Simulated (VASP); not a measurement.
Write the native input for VASP 6.6.1 that does the following.

```yaml
Task: single point
Functional: PBE
Potentials_or_basis: VASP PAW PBE potentials, release 64 (Be, Sn_d)
Cutoff: 520 eV
k_mesh: 8 × 8 × 8
Occupations: gaussian, width 0.1 eV
Spin: no spin polarisation
Dipole_correction: no
Further_INCAR_settings: ALGO = Fast; EDIFF = 1e-06; NBANDS = 18
```

The structure of Be3Sn lies in POSCAR:

```
Be3Sn
1.0
   -1.7595401761      1.7595401761      3.9304014324
    1.7595401761     -1.7595401761      3.9304014324
    1.7595401761      1.7595401761     -3.9304014324
Be Sn
3 1
Direct
    0.5000000000      0.5000000000      0.0000000000
    0.2500000000      0.7500000000      0.5000000000
    0.7500000000      0.2500000000      0.5000000000
    0.0000000000      0.0000000000      0.0000000000
```

One way to write it, as run:

INCAR

```
SYSTEM = Be3Sn
PREC = Accurate
ENCUT = 520
EDIFF = 1E-6
ISMEAR = 0
SIGMA = 0.1
LREAL = .False.
LASPH = .True.
NELM = 100
ALGO = Fast
ISIF = 2
LWAVE = .False.
LCHARG = .True.
GGA = PE
LELF = .True.
LVHAR = .True.
NBANDS = 18
```

KPOINTS

```
regular mesh
0
Gamma
  8 8 8
  0 0 0
```

Potentials or basis: VASP PAW PBE potentials, release 64 (Be, Sn_d).

Run with:

```sh
$ cat potpaw_PBE.64/Be/POTCAR potpaw_PBE.64/Sn_d/POTCAR > POTCAR
$ mpirun -np 1 vasp_std > vasp.out
```

Results of the run:

```yaml
Pressure: 7.9 GPa
Band_gap_on_the_k_mesh: zero (band 10 reaches 12.05 eV, above the bottom of band 11 at 7.15 eV)
```

Caveat: spin-orbit coupling is left out, which moves the levels of the heavy elements.

It took 80 s on 1 thread of Intel(R) Xeon(R) Platinum 8488C (Sapphire Rapids), on a shared host, peak memory 0.23 GiB.
